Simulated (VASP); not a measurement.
# Bi2Te3 in VASP: density of states with PBE+D3(BJ)

Aim: the density of states of Bi2Te3 with PBE+D3(BJ).

Everything below comes from runs of VASP 6.6.1. Logs are shortened: lines on timing, memory, paths and dates and some standing lists are left out, and cuts for length are marked.

## (1) The cell of the first run

The cell holds a slab with vacuum, 5 atoms: a = 4.353 Å, b = 4.353 Å, c = 41.019 Å, α = 90.00°, β = 90.00°, γ = 120.00°.

## (2) Density of states, PBE+D3(BJ)

The input, POSCAR:

```
Bi2Te3
1.0
    4.3534726318      0.0000000000      0.0000000000
   -2.1767363159      3.7702178938      0.0000000000
    0.0000000000      0.0000000000     41.0186661159
Te Bi
3 2
Direct
    0.0000000000      0.0000000000      0.4077294928
    0.6666666667      0.3333333333      0.5000000000
    0.3333333333      0.6666666667      0.5922705072
    0.3333333333      0.6666666667      0.4501110201
    0.0000000000      0.0000000000      0.5498889799
```

The input, INCAR.step1:

```
SYSTEM = Bi2Te3
PREC = Accurate
ENCUT = 520
EDIFF = 1E-7
ISMEAR = 0
SIGMA = 0.02
LREAL = .False.
LASPH = .True.
NELM = 80
ALGO = Normal
ISIF = 2
LWAVE = .False.
LCHARG = .True.
LDIPOL = .True.
IDIPOL = 3
DIPOL = 0.5 0.5 0.500
GGA = PE
IVDW = 12
NBANDS = 32
```

The input, KPOINTS.step1:

```
regular mesh
0
Gamma
  9 9 1
  0 0 0
```

The input, INCAR.step2:

```
SYSTEM = Bi2Te3
PREC = Accurate
ENCUT = 520
EDIFF = 1E-7
ISMEAR = -5
SIGMA = 0.02
LREAL = .False.
LASPH = .True.
NELM = 80
ALGO = Normal
ISIF = 2
LWAVE = .False.
LCHARG = .False.
LDIPOL = .True.
IDIPOL = 3
DIPOL = 0.5 0.5 0.500
GGA = PE
IVDW = 12
LORBIT = 10
NBANDS = 32
NEDOS = 2001
ICHARG = 11
```

The input, KPOINTS.step2:

```
regular mesh
0
Gamma
  14 14 1
  0 0 0
```

Potentials or basis: VASP PAW PBE potentials, release 64 (Te, Bi_d).

Launch:

```
cat potpaw_PBE.64/Te/POTCAR potpaw_PBE.64/Bi_d/POTCAR > POTCAR
cp INCAR.step1 INCAR
cp KPOINTS.step1 KPOINTS
mpirun -np 1 vasp_std > vasp.out
cp INCAR.step2 INCAR
cp KPOINTS.step2 KPOINTS
mpirun -np 1 vasp_std > vasp.out
```

OUTCAR:

```text
SYSTEM = Bi2Te3
   PREC = Accurate
   ENCUT = 520
   EDIFF = 1E-7
   ISMEAR = -5
   LREAL = .False.
   LASPH = .True.
   NELM = 80
   ISIF = 2
   GGA = PE
   IVDW = 12
   LORBIT = 10
   ICHARG = 11
 IVDW          = 12

 ion  position               nearest neighbor table
   1  0.000  0.000  0.408-   4 3.06   4 3.06   4 3.06
   2  0.667  0.333  0.500-   4 3.24   5 3.24   4 3.24   5 3.24   5 3.24   4 3.24
   3  0.333  0.667  0.592-   5 3.06   5 3.06   5 3.06
   4  0.333  0.667  0.450-   1 3.06   1 3.06   1 3.06   2 3.24   2 3.24   2 3.24
   5  0.000  0.000  0.550-   3 3.06   3 3.06   3 3.06   2 3.24   2 3.24   2 3.24

  LATTYP: Found a hexagonal cell.
 ALAT       =     4.3534726318
 C/A-ratio  =     9.4220567315

  Lattice vectors:

 A1 = (   4.3534726318,   0.0000000000,   0.0000000000)
 A2 = (  -2.1767363159,   3.7702178938,   0.0000000000)
 A3 = (   0.0000000000,   0.0000000000,  41.0186661159)

Analysis of symmetry for initial positions (statically):
=====================================================================
 Subroutine PRICEL returns:
 Original cell was already a primitive cell.

 Routine SETGRP: Setting up the symmetry group for a
 hexagonal supercell.

 Subroutine GETGRP returns: Found 12 space group operations
 (whereof  6 operations were pure point group operations)
 out of a pool of 24 trial point group operations.

The static configuration has the point symmetry C_3v.
 The point group associated with its full space group is D_3d.

Analysis of symmetry for dynamics (positions and initial velocities):
=====================================================================
 Subroutine PRICEL returns:
 Original cell was already a primitive cell.

 Routine SETGRP: Setting up the symmetry group for a
 hexagonal supercell.

 Subroutine GETGRP returns: Found 12 space group operations
 (whereof  6 operations were pure point group operations)
 out of a pool of 24 trial point group operations.

The dynamic configuration has the point symmetry C_3v.
 The point group associated with its full space group is D_3d.

 Subroutine INISYM returns: Found 12 space group operations
 (whereof  6 operations are pure point group operations),
 and found     1 'primitive' translations

----------------------------------------------------------------------------------------

                                     Primitive cell

  volume of cell :     673.2615

  direct lattice vectors                    reciprocal lattice vectors
     4.353472632  0.000000000  0.000000000     0.229701685  0.132618330  0.000000000
    -2.176736316  3.770217894  0.000000000     0.000000000  0.265236660  0.000000000
     0.000000000  0.000000000 41.018666116     0.000000000  0.000000000  0.024379145

  length of vectors
     4.353472632  4.353472632 41.018666116     0.265236660  0.265236660  0.024379145

  position of ions in fractional coordinates (direct lattice)
     0.000000000  0.000000000  0.407729493
     0.666666667  0.333333333  0.500000000
     0.333333333  0.666666667  0.592270507
     0.333333333  0.666666667  0.450111020
     0.000000000  0.000000000  0.549888980

  ion indices of the primitive-cell ions
   primitive index   ion index
                 1           1
                 2           2
                 3           3
                 4           4
                 5           5

----------------------------------------------------------------------------------------

 KPOINTS: regular mesh

Automatic generation of k-mesh.
 Grid dimensions read from file:
 generate k-points for:   14   14    1

 Generating k-lattice:

  Cartesian coordinates                     Fractional coordinates (reciprocal lattice)
     0.016407263  0.009472738  0.000000000     0.071428571  0.000000000  0.000000000
     0.000000000  0.018945476  0.000000000     0.000000000  0.071428571  0.000000000
     0.000000000  0.000000000  0.024379145     0.000000000  0.000000000  1.000000000

  Length of vectors
     0.018945476  0.018945476  0.024379145

  Shift w.r.t. Gamma in fractional coordinates (k-lattice)
     0.000000000  0.000000000  0.000000000

 TETIRR: Found    105 inequivalent tetrahedra from     1176

 Subroutine IBZKPT returns following result:
 ===========================================

 Found     24 irreducible k-points:

 Following reciprocal coordinates:
            Coordinates               Weight
  0.000000  0.000000  0.000000      1.000000
  0.071429 -0.000000  0.000000      6.000000
  0.142857 -0.000000  0.000000      6.000000
  0.214286 -0.000000  0.000000      6.000000
  0.285714  0.000000  0.000000      6.000000
  0.357143  0.000000  0.000000      6.000000
[... 16 lines left out ...]
  0.285714  0.285714  0.000000      6.000000
  0.357143  0.285714  0.000000      6.000000
   k-points           NKPTS =     24   k-points in BZ     NKDIM =     24   number of bands    NBANDS=     32
   number of dos      NEDOS =   2001   number of ions     NIONS =      5
   total plane-waves  NPLWV = 327680
   dimension x,y,z NGX =    32 NGY =   32 NGZ =  320
   dimension x,y,z NGXF=    64 NGYF=   64 NGZF=  640
   ions per type =               3   2
   NGX,Y,Z   is equivalent  to a cutoff of  12.22, 12.22, 12.97 a.u.
   NGXF,Y,Z  is equivalent  to a cutoff of  24.44, 24.44, 25.94 a.u.
 SYSTEM =  Bi2Te3
   PREC   = accura    normal or accurate (medium, high low for compatibility)
   ISTART =      0    job   : 0-new  1-cont  2-samecut
   ICHARG =     11    charge: 1-file 2-atom 10-const
   ISPIN  =      1    spin polarized calculation?
   LNONCOLLINEAR =      F non collinear calculations
   LSORBIT =      F    spin-orbit coupling
   LASPH  =      T    aspherical Exc in radial PAW
   ENCUT  =  520.0 eV  38.22 Ry    6.18 a.u.   8.09  8.09 76.27*2*pi/ulx,y,z
   NELM   =     80;   NELMIN=  2; NELMDL=  0     # of ELM steps
   EDIFF  = 0.1E-06   stopping-criterion for ELM
   LREAL  =      F    real-space projection
   EDIFFG = 0.1E-05   stopping-criterion for IOM
   NSW    =      0    number of steps for IOM
   IBRION =     -1    ionic relax: 0-MD 1-quasi-New 2-CG
   NFREE  =      0    steps in history (QN), initial steepest desc. (CG)
   ISIF   =      2    stress and relaxation
   ISYM   =      2    0-nonsym 1-usesym 2-fastsym
   POTIM  = 0.5000    time-step for ionic-motion
   TEBEG  =    0.0;   TEEND  =   0.0 temperature during run
   PSTRESS=    0.0 pullay stress
   NELECT =      48.0000    total number of electrons
   NUPDOWN=      -1.0000    fix difference up-down
   EMIN   =  10.00;   EMAX   =-10.00  energy-range for DOS
   EFERMI =   0.00;   METHOD = LEGACY
   ISMEAR =    -5;   SIGMA  =   0.02  broadening in eV -4-tet -1-fermi 0-gaus
   EFERMI_NEDOS =   21; number of points for ismear=-14 and -15
   IALGO  =     38    algorithm
   IMIX   =      4    mixing-type and parameters
     AMIX     =   0.40;   BMIX     =  1.00
     AMIX_MAG =   1.60;   BMIX_MAG =  1.00
  volume/ion in A,a.u.               =     134.65       908.68
  Fermi-wavevector in a.u.,A,eV,Ry     =   0.678829  1.282802  6.269692  0.460809
  Thomas-Fermi vector in A             =   1.756848
   LORBIT       =     10    0 simple, 1 ext, 2 COOP (PROOUT), +10 PAW based schemes
   GGA     = PE    functional components
   LHFCALC =     F    Hartree Fock is set to
   AEXX    =    0.0000 exact exchange contribution
   IVDW    =    12    specifies the selected vdW correction
   LEPSILON=     F    determine dielectric tensor
   LRPA    =     F    only Hartree local field effects (RPA)
 non-spin polarized calculation
 Fermi weights with tetrahedron method with Bloechl corrections
  energy-cutoff  :      520.00
  volume of cell :      673.26
 maximum number of plane-waves:     18178

 number of electron      48.0000000 magnetization

 dipolmoment           0.000000      0.000000      0.000001 electrons x Angstroem

 Free energy of the ion-electron system (eV)
  ---------------------------------------------------
  ext. energy  EPLUGINS =         0.00000000
  ---------------------------------------------------
  free energy    TOTEN  =       -18.32719009 eV

  energy without entropy =      -18.32719009  energy(sigma->0) =      -18.32719009

 E-fermi :  -2.6069     XC(G=0):  -2.6468

 val. band max:       -2.6172886946   @ k =   0.1429   0.0714   0.0000
 cond. band min:      -1.5725660019   @ k =   0.0000   0.0000   0.0000
 fundamental gap:      1.0447226926
 Fermi energy:        -2.6069387573

 k-point     1 :       0.0000    0.0000    0.0000
  band No.  band energies     occupation
      1     -25.2770      2.00000
      2     -25.2770      2.00000
      3     -25.2756      2.00000
      4     -25.2756      2.00000
      5     -25.2634      2.00000
      6     -25.2620      2.00000
[... 24 lines left out ...]
     31       2.1999      0.00000
     32       2.2724      0.00000

 k-point     2 :       0.0714   -0.0000    0.0000
  band No.  band energies     occupation
      1     -25.2775      2.00000
      2     -25.2765      2.00000
      3     -25.2760      2.00000
      4     -25.2751      2.00000
      5     -25.2630      2.00000
      6     -25.2618      2.00000
[... 24 lines left out ...]
     31       2.2874      0.00000
     32       2.3083      0.00000

 k-point     3 :       0.1429   -0.0000    0.0000
  band No.  band energies     occupation
      1     -25.2787      2.00000
      2     -25.2771      2.00000
      3     -25.2749      2.00000
      4     -25.2735      2.00000
      5     -25.2628      2.00000
      6     -25.2616      2.00000
[... 24 lines left out ...]
     31       2.3417      0.00000
     32       2.5004      0.00000

 k-point     4 :       0.2143   -0.0000    0.0000
  band No.  band energies     occupation
      1     -25.2808      2.00000
      2     -25.2789      2.00000
      3     -25.2730      2.00000
      4     -25.2716      2.00000
      5     -25.2639      2.00000
      6     -25.2622      2.00000
[... 24 lines left out ...]
     31       2.0531      0.00000
     32       2.7159      0.00000

 k-point     5 :       0.2857    0.0000    0.0000
  band No.  band energies     occupation
      1     -25.2832      2.00000
      2     -25.2810      2.00000
      3     -25.2715      2.00000
      4     -25.2698      2.00000
      5     -25.2652      2.00000
      6     -25.2633      2.00000
[... 584 lines left out ...]
     31       2.4891      0.00000
     32       3.4015      0.00000

 k-point    22 :       0.3571    0.2143    0.0000
  band No.  band energies     occupation
      1     -25.2831      2.00000
      2     -25.2812      2.00000
      3     -25.2743      2.00000
      4     -25.2713      2.00000
      5     -25.2637      2.00000
      6     -25.2623      2.00000
[... 24 lines left out ...]
     31       2.3895      0.00000
     32       3.5243      0.00000

 k-point    23 :       0.2857    0.2857    0.0000
  band No.  band energies     occupation
      1     -25.2813      2.00000
      2     -25.2805      2.00000
      3     -25.2755      2.00000
      4     -25.2723      2.00000
      5     -25.2618      2.00000
      6     -25.2616      2.00000
[... 24 lines left out ...]
     31       3.2911      0.00000
     32       3.3099      0.00000

 k-point    24 :       0.3571    0.2857    0.0000
  band No.  band energies     occupation
      1     -25.2806      2.00000
      2     -25.2798      2.00000
      3     -25.2767      2.00000
      4     -25.2727      2.00000
      5     -25.2614      2.00000
      6     -25.2605      2.00000
[... 24 lines left out ...]
     31       3.2484      0.00000
     32       3.9726      0.00000

------------------------ aborting loop because EDIFF is reached ----------------------------------------

 vacuum level on the upper side and lower side of the slab       (xc-potential included)        -0.030        -0.030

 Edisp (eV)   -1.78228

 E8    (eV) :    -0.8773

  FORCE on cell =-STRESS in cart. coord.  units (eV):
  Direction    XX          YY          ZZ          XY          YZ          ZX
  --------------------------------------------------------------------------------------
  -------------------------------------------------------------------------------------
  Total       0.02375     0.02375     0.02969    -0.00000     0.00000     0.00000
  in kB       0.05652     0.05652     0.07065    -0.00000     0.00000     0.00000
  external pressure =        0.06 kB  Pullay stress =        0.00 kB

 VOLUME and BASIS-vectors are now :
 -----------------------------------------------------------------------------
  energy-cutoff  :      520.00
  volume of cell :      673.26
      direct lattice vectors                 reciprocal lattice vectors
     4.353472632  0.000000000  0.000000000     0.229701685  0.132618330  0.000000000
    -2.176736316  3.770217894  0.000000000     0.000000000  0.265236660  0.000000000
     0.000000000  0.000000000 41.018666116     0.000000000  0.000000000  0.024379145

 POSITION                                       TOTAL-FORCE (eV/Angst)
 -----------------------------------------------------------------------------------
      0.00000      0.00000     16.72452        -0.000000      0.000000     -0.008129
      2.17674      1.25674     20.50933         0.000000      0.000000      0.000000
     -0.00000      2.51348     24.29415         0.000000     -0.000000      0.008129
     -0.00000      2.51348     18.46295        -0.000000      0.000000      0.007253
      0.00000      0.00000     22.55571         0.000000      0.000000     -0.007253
 -----------------------------------------------------------------------------------
    total drift:                                0.004414     -0.002549      0.000057

  FREE ENERGIE OF THE ION-ELECTRON SYSTEM (eV)
  ---------------------------------------------------
  free  energy   TOTEN  =       -20.1094659168 eV

  energy  without entropy=      -20.1094659168  energy(sigma->0) =      -20.10946592

 vacuum level on the upper side and lower side of the slab         2.732         2.731

 total charge

# of ion       s       p       d       tot
------------------------------------------
    1        1.395   1.939   0.019   3.352
    2        1.381   1.988   0.022   3.392
    3        1.395   1.939   0.019   3.352
    4        1.605   1.119   9.950  12.674
    5        1.605   1.119   9.950  12.674
--------------------------------------------------
tot          7.380   8.105  19.958  35.443
```

It took 29 min on 1 thread of AMD EPYC 7R13, shared host; peak memory 0.86 GiB.

What came out:

```
Valence electrons inside the program's atomic spheres : Te 3.35, 3.39; Bi 12.67
Dispersion energy per atom                            : -0.356 eV
```

Levels at points of the mesh, in eV from the valence-band top:
| k point | band 20 | band 21 | band 22 | band 23 | band 24 | band 25 | band 26 | band 27 | band 28 | band 29 |
| --- | --- | --- | --- | --- | --- | --- | --- | --- | --- | --- |
| (0.00, 0.00, 0.00) | -0.82 | -0.82 | -0.45 | -0.29 | -0.29 | 1.04 | 1.61 | 1.61 | 2.43 | 2.56 |
| (0.50, 0.00, 0.00) | -1.94 | -1.79 | -1.09 | -0.65 | -0.53 | 1.53 | 2.22 | 2.26 | 3.35 | 3.81 |

Caveat: spin-orbit coupling is left out, which moves the levels of the heavy elements.
